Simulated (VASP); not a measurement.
# TiAl (P-6m2) in VASP: further runs

Runs on TiAl. Level: PBEsol. Tasks: single point.

Everything below comes from runs of VASP 6.6.1. Logs are shortened: lines on timing, memory, paths and dates and some standing lists are left out, and cuts for length are marked.

**1. The cell of the first run**

The structure is hexagonal, space group P-6m2 (No. 187). Conventional cell: a = 2.876 Å, b = 2.876 Å, c = 4.496 Å, α = 90.00°, β = 90.00°, γ = 120.00°. Within 3.7 Å of Ti (site symmetry -6m2) lie 6 Al at 2.79 Å and 6 Ti at 2.88 Å. Within 3.7 Å of Al (site symmetry -6m2) lie 6 Ti at 2.79 Å and 6 Al at 2.88 Å.

**2. Single point, PBEsol**

INCAR

```
SYSTEM = TiAl
PREC = Accurate
ENCUT = 520
EDIFF = 1E-6
ISMEAR = 0
SIGMA = 0.15
LREAL = .False.
LASPH = .True.
NELM = 60
ALGO = Fast
ISIF = 2
LWAVE = .False.
LCHARG = .False.
GGA = PS
NBANDS = 14
```

KPOINTS

```
Automatic mesh
0
Gamma
  18 18 10
  0 0 0
```

POSCAR

```
TiAl
1.0
    2.8760000000      0.0000000000      0.0000000000
   -1.4380000000      2.4906890613      0.0000000000
    0.0000000000      0.0000000000      4.4960000000
Ti Al
1 1
Direct
    0.0000000000      0.0000000000      0.0000000000
    0.3333333333      0.6666666667      0.5000000000
```

Potentials or basis: VASP PAW PBE potentials, release 64 (Ti_sv, Al).

Command:

```console
$ cat potpaw_PBE.64/Ti_sv/POTCAR potpaw_PBE.64/Al/POTCAR > POTCAR
$ mpirun -np 1 vasp_std > vasp.out
```

OUTCAR:

```text
SYSTEM = TiAl
   PREC = Accurate
   ENCUT = 520
   EDIFF = 1E-6
   ISMEAR = 0
   LREAL = .False.
   LASPH = .True.
   NELM = 60
   ISIF = 2
   GGA = PS

 ion  position               nearest neighbor table
   1  0.000  0.000  0.000-   2 2.79   2 2.79   2 2.79   2 2.79   2 2.79   2 2.79
   2  0.333  0.667  0.500-   1 2.79   1 2.79   1 2.79   1 2.79   1 2.79   1 2.79

  LATTYP: Found a hexagonal cell.
 ALAT       =     2.8760000000
 C/A-ratio  =     1.5632823366

  Lattice vectors:

 A1 = (   2.8760000000,   0.0000000000,   0.0000000000)
 A2 = (  -1.4380000000,   2.4906890613,   0.0000000000)
 A3 = (   0.0000000000,   0.0000000000,   4.4960000000)

Analysis of symmetry for initial positions (statically):
=====================================================================
 Subroutine PRICEL returns:
 Original cell was already a primitive cell.

 Routine SETGRP: Setting up the symmetry group for a
 hexagonal supercell.

 Subroutine GETGRP returns: Found 12 space group operations
 (whereof 12 operations were pure point group operations)
 out of a pool of 24 trial point group operations.

The static configuration has the point symmetry D_3h.

Analysis of symmetry for dynamics (positions and initial velocities):
=====================================================================
 Subroutine PRICEL returns:
 Original cell was already a primitive cell.

 Routine SETGRP: Setting up the symmetry group for a
 hexagonal supercell.

 Subroutine GETGRP returns: Found 12 space group operations
 (whereof 12 operations were pure point group operations)
 out of a pool of 24 trial point group operations.

The dynamic configuration has the point symmetry D_3h.

 Subroutine INISYM returns: Found 12 space group operations
 (whereof 12 operations are pure point group operations),
 and found     1 'primitive' translations

----------------------------------------------------------------------------------------

                                     Primitive cell

  volume of cell :      32.2058

  direct lattice vectors                    reciprocal lattice vectors
     2.876000000  0.000000000  0.000000000     0.347705146  0.200747660  0.000000000
    -1.438000000  2.490689061  0.000000000     0.000000000  0.401495319  0.000000000
     0.000000000  0.000000000  4.496000000     0.000000000  0.000000000  0.222419929

  length of vectors
     2.876000000  2.876000000  4.496000000     0.401495319  0.401495319  0.222419929

  position of ions in fractional coordinates (direct lattice)
     0.000000000  0.000000000  0.000000000
     0.333333333  0.666666667  0.500000000

  ion indices of the primitive-cell ions
   primitive index   ion index
                 1           1
                 2           2

----------------------------------------------------------------------------------------

 KPOINTS: Automatic mesh

Automatic generation of k-mesh.
 Grid dimensions read from file:
 generate k-points for:   18   18   10

 Generating k-lattice:

  Cartesian coordinates                     Fractional coordinates (reciprocal lattice)
     0.019316953  0.011152648  0.000000000     0.055555556 -0.000000000  0.000000000
     0.000000000  0.022305296  0.000000000     0.000000000  0.055555556  0.000000000
     0.000000000  0.000000000  0.022241993     0.000000000  0.000000000  0.100000000

  Length of vectors
     0.022305296  0.022305296  0.022241993

  Shift w.r.t. Gamma in fractional coordinates (k-lattice)
     0.000000000  0.000000000  0.000000000

 Subroutine IBZKPT returns following result:
 ===========================================

 Found    222 irreducible k-points:

 Following reciprocal coordinates:
            Coordinates               Weight
  0.000000  0.000000  0.000000      1.000000
  0.055556 -0.000000  0.000000      6.000000
  0.111111 -0.000000  0.000000      6.000000
  0.166667 -0.000000  0.000000      6.000000
  0.222222  0.000000  0.000000      6.000000
  0.277778 -0.000000  0.000000      6.000000
[... 16 lines left out ...]
  0.333333  0.111111  0.000000     12.000000
  0.388889  0.111111  0.000000     12.000000
 [... further k-points ...]
   k-points           NKPTS =    222   k-points in BZ     NKDIM =    222   number of bands    NBANDS=     14
   number of dos      NEDOS =    301   number of ions     NIONS =      2
   total plane-waves  NPLWV =  20736
   dimension x,y,z NGX =    24 NGY =   24 NGZ =   36
   dimension x,y,z NGXF=    48 NGYF=   48 NGZF=   72
   ions per type =               1   1
   NGX,Y,Z   is equivalent  to a cutoff of  13.87, 13.87, 13.31 a.u.
   NGXF,Y,Z  is equivalent  to a cutoff of  27.75, 27.75, 26.62 a.u.
 SYSTEM =  TiAl
   PREC   = accura    normal or accurate (medium, high low for compatibility)
   ISTART =      0    job   : 0-new  1-cont  2-samecut
   ICHARG =      2    charge: 1-file 2-atom 10-const
   ISPIN  =      1    spin polarized calculation?
   LNONCOLLINEAR =      F non collinear calculations
   LSORBIT =      F    spin-orbit coupling
   LASPH  =      T    aspherical Exc in radial PAW
   ENCUT  =  520.0 eV  38.22 Ry    6.18 a.u.   5.35  5.35  8.36*2*pi/ulx,y,z
   NELM   =     60;   NELMIN=  2; NELMDL= -5     # of ELM steps
   EDIFF  = 0.1E-05   stopping-criterion for ELM
   LREAL  =      F    real-space projection
   EDIFFG = 0.1E-04   stopping-criterion for IOM
   NSW    =      0    number of steps for IOM
   IBRION =     -1    ionic relax: 0-MD 1-quasi-New 2-CG
   NFREE  =      0    steps in history (QN), initial steepest desc. (CG)
   ISIF   =      2    stress and relaxation
   ISYM   =      2    0-nonsym 1-usesym 2-fastsym
   POTIM  = 0.5000    time-step for ionic-motion
   TEBEG  =    0.0;   TEEND  =   0.0 temperature during run
   PSTRESS=    0.0 pullay stress
   NELECT =      15.0000    total number of electrons
   NUPDOWN=      -1.0000    fix difference up-down
   EMIN   =  10.00;   EMAX   =-10.00  energy-range for DOS
   EFERMI =   0.00;   METHOD = LEGACY
   ISMEAR =     0;   SIGMA  =   0.15  broadening in eV -4-tet -1-fermi 0-gaus
   EFERMI_NEDOS =   21; number of points for ismear=-14 and -15
   IALGO  =     68    algorithm
   IMIX   =      4    mixing-type and parameters
     AMIX     =   0.40;   BMIX     =  1.00
     AMIX_MAG =   1.60;   BMIX_MAG =  1.00
  volume/ion in A,a.u.               =      16.10       108.67
  Fermi-wavevector in a.u.,A,eV,Ry     =   1.268996  2.398055 21.910163  1.610352
  Thomas-Fermi vector in A             =   2.402061
   LORBIT       =      0    0 simple, 1 ext, 2 COOP (PROOUT), +10 PAW based schemes
   GGA     = PS    functional components
   LHFCALC =     F    Hartree Fock is set to
   AEXX    =    0.0000 exact exchange contribution
   IVDW    =     0    specifies the selected vdW correction
   LEPSILON=     F    determine dielectric tensor
   LRPA    =     F    only Hartree local field effects (RPA)
 non-spin polarized calculation
 RMM-DIIS sequential band-by-band and
 Gauss-broadening in eV      SIGMA  =   0.15
  energy-cutoff  :      520.00
  volume of cell :       32.21
 maximum number of plane-waves:       899
 NGX is ok and might be reduce to    24

 number of electron      14.9999999 magnetization

 Free energy of the ion-electron system (eV)
  ---------------------------------------------------
  ext. energy  EPLUGINS =         0.00000000
  ---------------------------------------------------
  free energy    TOTEN  =       -12.93279930 eV

  energy without entropy =      -12.90331150  energy(sigma->0) =      -12.91805540

 E-fermi :   8.0812     XC(G=0): -11.1782

 val. band max:        8.0791777336   @ k =   0.3333   0.3333   0.3000
 cond. band min:       8.0814754886   @ k =   0.1111   0.0556   0.4000
 fundamental gap:      0.0022977550
 Fermi energy:         8.0811980387

 k-point     1 :       0.0000    0.0000    0.0000
  band No.  band energies     occupation
      1     -48.1434      2.00000
      2     -24.5765      2.00000
      3     -24.1542      2.00000
      4     -24.1542      2.00000
      5      -0.9037      2.00000
      6       5.9082      2.00000
      7       6.6131      2.00000
      8       9.3673      0.00000
      9       9.3673      0.00000
     10      10.8244      0.00000
     11      10.8244      0.00000
     12      12.6690      0.00000
     13      20.7883      0.00000
     14      20.7883      0.00000

 k-point     2 :       0.0556   -0.0000    0.0000
  band No.  band energies     occupation
      1     -48.1406      2.00000
      2     -24.5737      2.00000
      3     -24.1720      2.00000
      4     -24.1582      2.00000
      5      -0.8268      2.00000
      6       5.9887      2.00000
      7       6.6096      2.00000
      8       9.2899      0.00000
      9       9.4298      0.00000
     10      10.8021      0.00000
     11      10.8573      0.00000
     12      12.6830      0.00000
     13      19.5651      0.00000
     14      20.0702      0.00000

 k-point     3 :       0.1111   -0.0000    0.0000
  band No.  band energies     occupation
      1     -48.1325      2.00000
      2     -24.5655      2.00000
      3     -24.2230      2.00000
      4     -24.1697      2.00000
      5      -0.5978      2.00000
      6       6.2195      2.00000
      7       6.5999      2.00000
      8       9.0772      0.00000
      9       9.6138      0.00000
     10      10.7386      0.00000
     11      10.9555      0.00000
     12      12.7204      0.00000
     13      17.7783      0.00000
     14      19.1614      0.00000
[... 324 lines left out ...]
 k-point    23 :       0.3333    0.1111    0.0000
  band No.  band energies     occupation
      1     -48.0571      2.00000
      2     -24.6475      2.00000
      3     -24.4897      2.00000
      4     -24.3093      2.00000
      5       2.8189      2.00000
      6       6.6400      2.00000
      7       6.7946      2.00000
      8       7.5592      2.00000
      9       9.7530      0.00000
     10      11.0543      0.00000
     11      12.3288      0.00000
     12      12.7128      0.00000
     13      13.7329      0.00000
     14      14.6101      0.00000

 k-point    24 :       0.3889    0.1111    0.0000
  band No.  band energies     occupation
      1     -48.0494      2.00000
      2     -24.6891      2.00000
      3     -24.4820      2.00000
      4     -24.3239      2.00000
      5       3.7650      2.00000
      6       6.0083      2.00000
      7       6.6623      2.00000
      8       7.3048      2.00000
      9       9.6344      0.00000
     10      11.2979      0.00000
     11      12.3459      0.00000
     12      13.0378      0.00000
     13      13.7381      0.00000
     14      14.8285      0.00000

 [... further k-points ...]
[... 5 lines left out ...]
  --------------------------------------------------------------------------------------
  -------------------------------------------------------------------------------------
  Total       -0.0646921     -0.0646921      1.0130446      0.0000000      0.0000000     -0.0000000
  in kB       -3.2183037     -3.2183037     50.3969704      0.0000000      0.0000000     -0.0000000
  external PRESSURE =      14.6534543 kB  Pullay stress =       0.0000000 kB

 VOLUME and BASIS-vectors are now :
 -----------------------------------------------------------------------------
  energy-cutoff  :      520.00
  volume of cell :       32.21
      direct lattice vectors                 reciprocal lattice vectors
     2.876000000  0.000000000  0.000000000     0.347705146  0.200747660  0.000000000
    -1.438000000  2.490689061  0.000000000     0.000000000  0.401495319  0.000000000
     0.000000000  0.000000000  4.496000000     0.000000000  0.000000000  0.222419929

 POSITION                                       TOTAL-FORCE (eV/Angst)
 -----------------------------------------------------------------------------------
      0.00000      0.00000      0.00000         0.000000      0.000000      0.000000
     -0.00000      1.66046      2.24800        -0.000000      0.000000      0.000000
 -----------------------------------------------------------------------------------
    total drift:                                0.000000     -0.000000      0.000000

  FREE ENERGIE OF THE ION-ELECTRON SYSTEM (eV)
  ---------------------------------------------------
  free  energy   TOTEN  =       -12.9327993012 eV

  energy  without entropy=      -12.9033115039  energy(sigma->0) =      -12.91805540
```

It took 4.3 min on 1 thread of Intel Xeon 8259CL, shared host; peak memory 0.24 GiB.

Results:

* Free energy: -12.9328 eV
* Pressure: 1.5 GPa
* Band gap on the k mesh: zero (an odd number of electrons rules out a gap without spin polarisation)

Caveat: the PAW data sets were made with another functional, which shifts forces and pressure a little.

**3. Single point, PBEsol**

This run uses another cell than the first one, of the same volume but with other edges.

INCAR

```
PREC = Accurate
ENCUT = 520
EDIFF = 1E-6
ISMEAR = 0
SIGMA = 0.15
LREAL = False
LASPH = True
NELM = 60
ALGO = Normal
ISIF = 2
LWAVE = False
LCHARG = True
GGA = PS
LELF = True
LVHAR = True
NBANDS = 14
```

KPOINTS

```
Automatic mesh
0
Gamma
  18 18 10
```

POSCAR

```
TiAl
1.0
    2.7621000000      0.0000000000      0.0000000000
   -1.3810500000      2.3920487678      0.0000000000
    0.0000000000      0.0000000000      4.8655000000
Ti Al
1 1
Direct
    0.0000000000      0.0000000000      0.0000000000
    0.3333333333      0.6666666667      0.5000000000
```

Potentials or basis: VASP PAW PBE potentials, release 64 (Ti_sv, Al).

Command:

```console
$ cat potpaw_PBE.64/Ti_sv/POTCAR potpaw_PBE.64/Al/POTCAR > POTCAR
$ mpirun -np 1 vasp_std > vasp.out
```

It took 2.1 min on 1 thread of Intel Xeon 8259CL, shared host; peak memory 0.23 GiB.

Results (log left out):

| Item | Value |
| --- | --- |
| Free energy | -12.8720 eV |
| Pressure | 0.7 GPa |
| Band gap on the k mesh | zero (an odd number of electrons rules out a gap without spin polarisation) |

Stress tensor (GPa, compression positive):
```
 5.44  0.00  0.00
 0.00  5.44  0.00
 0.00  0.00 -8.89
```

Levels at points of the mesh, in eV from the Fermi level:
```
           k point  band 4  band 5  band 6  band 7  band 8  band 9  band 10  band 11
(0.00, 0.00, 0.00)  -32.12   -9.32   -2.71   -2.48    1.32    1.32     3.06     3.06
(0.50, 0.00, 0.00)  -32.31   -3.74   -2.69   -1.74   -1.27    2.32     3.86     3.94
(0.00, 0.00, 0.50)  -32.12   -8.58   -5.55   -0.94    1.32    1.32     3.02     3.02
(0.50, 0.00, 0.50)  -32.31   -3.68   -2.57   -2.01    0.69    0.87     2.20     2.40
```

Caveat: the PAW data sets were made with another functional, which shifts forces and pressure a little.

**4. Single point, PBEsol**

This run uses another cell than the first one, of 18.78 Å³/atom.

INCAR

```
PREC = Accurate
ENCUT = 520
EDIFF = 1E-6
ISMEAR = 0
SIGMA = 0.15
LREAL = F
LASPH = T
NELM = 60
ALGO = Normal
ISIF = 2
LWAVE = F
LCHARG = F
GGA = PS
NBANDS = 14
```

KPOINTS is that of step 3.

POSCAR

```
TiAl
1.0
    2.8950000000      0.0000000000      0.0000000000
   -1.4475000000      2.5071435440      0.0000000000
    0.0000000000      0.0000000000      5.1735000000
Ti Al
1 1
Direct
    0.0000000000      0.0000000000      0.0000000000
    0.3333333333      0.6666666667      0.5000000000
```

Command:

```console
$ cat potpaw_PBE.64/Ti_sv/POTCAR potpaw_PBE.64/Al/POTCAR > POTCAR
$ mpirun -np 1 vasp_std > vasp.out
```

Wall time 2.3 min (1 thread of Intel Xeon 8259CL, shared host); peak memory 0.25 GiB.

The run converged. Its results:

```
Free energy            : -12.6216 eV
Pressure               : -12.1 GPa
Band gap on the k mesh : zero (an odd number of electrons rules out a gap without spin polarisation)
```

Stress tensor (GPa, compression positive):
```
 -7.99   0.00   0.00
  0.00  -7.99   0.00
  0.00   0.00 -20.40
```

Levels at points of the mesh, in eV from the Fermi level:
| k point | band 5 | band 6 | band 7 | band 8 | band 9 | band 10 |
| --- | --- | --- | --- | --- | --- | --- |
| (0.00, 0.00, 0.00) | -8.57 | -2.64 | -2.35 | 1.14 | 1.14 | 2.39 |
| (0.50, 0.00, 0.00) | -3.31 | -2.62 | -1.37 | -1.05 | 1.98 | 3.19 |
| (0.00, 0.00, 0.50) | -7.98 | -5.16 | -0.83 | 1.15 | 1.15 | 2.54 |
| (0.50, 0.00, 0.50) | -3.24 | -2.40 | -1.72 | 0.50 | 0.80 | 1.83 |

Caveat: the cell stands under tension; the PAW data sets were made with another functional, which shifts forces and pressure a little.

**5. Single point, PBEsol**

This run uses another cell than the first one, of 19.31 Å³/atom.

INCAR

```
SYSTEM = TiAl
ALGO = Fast ; EDIFF = 1E-6
ENCUT = 520 ; GGA = PS
ISIF = 2 ; ISMEAR = 0
LASPH = .True. ; LCHARG = .False.
LREAL = .False. ; LWAVE = .False.
NBANDS = 14 ; NELM = 80
PREC = Accurate ; SIGMA = 0.15
```

KPOINTS

```
k-points
0
Gamma
  18 18 10
  0 0 0
```

POSCAR

```
TiAl
1.0
    2.9899000000      0.0000000000      0.0000000000
   -1.4949500000      2.5893293548      0.0000000000
    0.0000000000      0.0000000000      4.9887000000
Ti Al
1 1
Direct
    0.0000000000      0.0000000000      0.0000000000
    0.3333333333      0.6666666667      0.5000000000
```

Command:

```console
$ cat potpaw_PBE.64/Ti_sv/POTCAR potpaw_PBE.64/Al/POTCAR > POTCAR
$ mpirun -np 1 vasp_std > vasp.out
```

It took 5.6 min on 1 thread of Intel Xeon 8259CL, shared host; peak memory 0.26 GiB.

Results (log left out):

| Item | Value |
| --- | --- |
| Free energy | -12.6244 eV |
| Pressure | -14.0 GPa |
| Band gap on the k mesh | zero (an odd number of electrons rules out a gap without spin polarisation) |

Stress tensor (GPa, compression positive):
```
-12.43   0.00   0.00
  0.00 -12.43   0.00
  0.00   0.00 -17.11
```

Levels at points of the mesh, in eV from the Fermi level:
| k point | band 5 | band 6 | band 7 | band 8 | band 9 | band 10 |
| --- | --- | --- | --- | --- | --- | --- |
| (0.00, 0.00, 0.00) | -8.27 | -2.25 | -1.86 | 1.10 | 1.10 | 2.34 |
| (0.50, 0.00, 0.00) | -3.33 | -2.70 | -1.25 | -0.83 | 1.81 | 3.30 |
| (0.00, 0.00, 0.50) | -7.56 | -4.95 | -0.45 | 1.11 | 1.11 | 2.29 |
| (0.50, 0.00, 0.50) | -3.27 | -2.27 | -1.59 | 0.37 | 0.82 | 1.66 |

Caveat: the cell stands under tension; the PAW data sets were made with another functional, which shifts forces and pressure a little.

(Part 1 of 2 ends here.)
